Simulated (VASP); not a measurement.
Os:

```
Os
1.0
     2.53946    0.00000    0.00000
     0.00000    2.53946    0.00000
     0.00000    0.00000    2.53946
Os
1
Direct
  0.00000 0.00000 0.00000
```

This isn't the form of Os at room conditions, which is hcp.

Base run:

| Quantity | Value |
| --- | --- |
| Program | VASP 6.6.1 |
| Functional | r2SCAN |
| Potentials or basis | VASP PAW PBE potentials, release 64 (Os) |
| Cutoff | 520 eV |
| k mesh | 14 × 14 × 14 |
| Occupations | fermi-dirac, width 0.1 eV |
| Spin | no spin polarisation |

Its results: band gap on the k mesh zero (bands 4 and 5 overlap by 6.18 eV); pressure 1.1 GPa.

Task: The run is repeated on the same cell with these changes: k mesh from 14 × 14 × 14 to 13 × 13 × 13. What comes out?

Result: Band gap on the k mesh zero (bands 4 and 5 overlap by 5.70 eV); pressure 0.5 GPa.

Caveats: the PAW data sets were made with another functional, which shifts forces and pressure a little; spin-orbit coupling is left out, which moves the levels of the heavy elements.
